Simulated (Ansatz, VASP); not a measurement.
Given: the input of a run of VASP 6.6.1 on Te.

File INCAR:

```
SYSTEM = Te
PREC = Accurate
ENCUT = 500
EDIFF = 1E-6
ISMEAR = 0
SIGMA = 0.05
LREAL = .False.
LASPH = .True.
NELM = 200
ALGO = Normal
ISIF = 2
LWAVE = .False.
LCHARG = .False.
ISPIN = 2
MAGMOM = 1
LORBIT = 11
NUPDOWN = 1.0
GGA = LIBXC
LIBXC1 = GGA_X_PBE_SOL
LIBXC2 = GGA_C_PBE
NBANDS = 13
GGA_COMPAT = .False.
```

File KPOINTS:

```
regular mesh
0
Gamma
  9 9 9
  0 0 0
```

File POSCAR:

```
Te
1.0
    2.2747396529      1.3133215509      1.6681001767
   -2.2747396529      1.3133215509      1.6681001767
    0.0000000000     -2.6266431019      1.6681001767
Te
1
Direct
    0.5000000000      0.5000000000      0.5000000000
```

Potentials or basis: VASP PAW PBE potentials, release 64 (Te).

Run with:

```bash
$ cat potpaw_PBE.64/Te/POTCAR > POTCAR
$ mpirun -np 1 vasp_std > vasp.out
```

Task: Set up the same calculation for Ansatz 0.2.0. Potentials there: all-electron LAPW, inner shells corrected to Dirac's equation.

Result: As run (the cutoff follows the program's own potentials):

The input input.yaml:

```yaml
crystal:
  lattice:
    - [2.2747396529, 1.3133215509, 1.6681001767]
    - [-2.2747396529, 1.3133215509, 1.6681001767]
    - [0.0, -2.6266431019, 1.6681001767]
  atoms:
    - { symbol: Te, position: [0.5, 0.5, 0.5], spin: 1.0 }
kpoints:
  mp_grid: { grid: [9, 9, 9] }
scf:
  occupations: { method: gaussian, width: 0.05 }
hamiltonian:
  xc: { exchange: pbesol, correlation: pbe }
  pseudopotentials:
    kind: all_electron
    lapw: { basis_error: 0.001 }
    dirac_shells: { Te: ["3p", "3d"] }
magnetization:
  spin_polarized: true
  initial_magnetization: 1.0
  spin_locking: { lock_magnetization: hard }
output:
  forces: true
  stress: true
  eigenvalues: true
```

Potentials or basis: all-electron LAPW, inner shells corrected to Dirac's equation.

Run with:

```console
$ ansatz run input.yaml --threads 1 --pin off --max-ram 2560MiB --backend cpu --events-out ev --progress --plain --runs-dir out
```

Both were run:

|  | VASP | Ansatz | Ansatz less VASP |
| --- | --- | --- | --- |
| pressure (GPa) | 6.5 | 6.4 | -0.02 |
| traceless stress, the component that is largest in VASP (GPa) | -1.03 | -1.01 | +0.011 |
| size of the moment on the site where the two differ most (μB) | 0.58 | 0.82 | +0.231 |

VASP's potentials were made for PBE, not for pbesol exchange, pbe correlation. Site moments also hang on the region over which each program counts them. Ansatz ran all-electron here, and VASP with PAW potentials.

Spin-orbit coupling is off throughout.
